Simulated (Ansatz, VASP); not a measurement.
# One calculation of KF, two programs

```
K F
1.0
     0.00000    2.67185    2.67185
     2.67185    0.00000    2.67185
     2.67185    2.67185    0.00000
K F
1 1
Direct
  0.00582 0.98616 0.00455
  0.50055 0.48674 0.51722
```

Change from the starting cell: atoms moved at random, drawn with an rms of 0.05 Å.

Alike in both runs: task single point; functional PBE; k mesh 9 × 9 × 9; occupations fermi-dirac, width 0.05 eV; no spin polarisation.

```csv
,VASP,Ansatz
version,VASP 6.6.1,Ansatz 0.2.0
potentials or method,"VASP PAW PBE potentials, release 64 (K_sv, F), cutoff 520 eV","all-electron LAPW, scalar-relativistic"
```

VASP gave:

- gap on the k mesh at the Fermi level (eV): 6.17
- least direct gap on the mesh (eV): 6.17
- pressure (GPa): 1.5
- rms of the force components (eV/Å): 0.041

Which values does Ansatz return?

gap on the k mesh at the Fermi level (eV): 6.18; least direct gap on the mesh (eV): 6.18; pressure (GPa): 1.4; rms of the force components (eV/Å): 0.039.

Atom by atom the forces differ by 0.002 eV/Å (rms over components). Ansatz ran all-electron here, and VASP with PAW potentials.
